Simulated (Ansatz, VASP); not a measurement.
SrTiO3 in VASP and in Ansatz

The input INCAR:

```
SYSTEM = SrTiO3
PREC = Accurate ; ENCUT = 520
EDIFF = 1E-8 ; ISMEAR = -1
SIGMA = 0.05 ; LREAL = .False.
LASPH = .True. ; NELM = 80
ALGO = Normal ; ISIF = 2
LWAVE = .False. ; LCHARG = .False.
GGA = PS ; LEFG = .True.
NBANDS = 28
```

KPOINTS

```
regular mesh
0
Gamma
  7 7 7
  0 0 0
```

The input POSCAR:

```
SrTiO3
1.0
    4.0221500000      0.0000000000      0.0000000000
    0.0000000000      4.0221500000      0.0000000000
    0.0000000000      0.0000000000      3.9050000000
Sr Ti O
1 1 3
Direct
    0.0000000000      0.0000000000      0.0000000000
    0.5000000000      0.5000000000      0.5000000000
    0.0000000000      0.5000000000      0.5000000000
    0.5000000000      0.0000000000      0.5000000000
    0.5000000000      0.5000000000      0.0000000000
```

Input for Ansatz:

```yaml
crystal:
  lattice:
    - [4.02215, 0.0, 0.0]
    - [0.0, 4.02215, 0.0]
    - [0.0, 0.0, 3.905]
  atoms:
    - { symbol: Sr, position: [0.0, 0.0, 0.0] }
    - { symbol: Ti, position: [0.5, 0.5, 0.5] }
    - { symbol: O, position: [0.0, 0.5, 0.5] }
    - { symbol: O, position: [0.5, 0.0, 0.5] }
    - { symbol: O, position: [0.5, 0.5, 0.0] }
kpoints:
  mp_grid: { grid: [7, 7, 7] }
scf:
  occupations: { method: fermi_dirac, width: 0.05 }
hamiltonian:
  xc: pbesol
  pseudopotentials: { kind: all_electron, datasets: crystal }
output:
  forces: true
  stress: true
  eigenvalues: true
  efg: { contact_densities: true }
```

Change from the starting cell: equal xx and yy strain of +3 %, crystal datasets.

Alike in both runs: task electric field gradients; functional PBEsol; k mesh 7 × 7 × 7; occupations fermi-dirac, width 0.05 eV; no spin polarisation.

|  | VASP | Ansatz |
| --- | --- | --- |
| version | VASP 6.6.1 | Ansatz 0.2.0 |
| potentials or method | VASP PAW PBE potentials, release 64 (Sr_sv, Ti_sv, O), cutoff 520 eV | all-electron PAW with datasets made for the crystal, scalar-relativistic |

|  | VASP | Ansatz | Ansatz less VASP |
| --- | --- | --- | --- |
| pressure (GPa) | -10.4 | -10.9 | -0.56 |
| traceless stress, the component that is largest in VASP (GPa) | 3.74 | 3.68 | -0.068 |
| size of Vzz on the site where it differs most (V/Å²) | 6.7 | 7.8 | +1.09 |

VASP's potentials were made for PBE, not for PBEsol. Ansatz ran all-electron here, and VASP with PAW potentials.
